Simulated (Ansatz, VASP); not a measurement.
AlN: VASP beside Ansatz

```
Al N
1.0
     3.03600    0.00000    0.00000
    -1.51800    2.62925    0.00000
     0.00000    0.00000    5.61900
Al N
2 2
Direct
  0.33333 0.66667 0.00173
  0.66667 0.33333 0.50173
  0.33333 0.66667 0.38327
  0.66667 0.33333 0.88327
```

Alike in both runs: task relaxation of the atoms; functional PBE; k mesh 9 × 9 × 6; occupations gaussian, width 0.05 eV; no spin polarisation.

|  | VASP | Ansatz |
| --- | --- | --- |
| version | VASP 6.6.1 | Ansatz 0.2.0 |
| potentials or method | VASP PAW PBE potentials, release 64 (Al, N), cutoff 520 eV | scalar-relativistic, plane waves, PAW |
| valence electrons in the cell | 16 | 16 |

```csv
,VASP,Ansatz,Ansatz less VASP
"gap on the k mesh at the Fermi level, each at its own relaxed structure (eV)",2.78,2.78,+0.002
```

Ansatz's warnings: stress scf threshold loose.
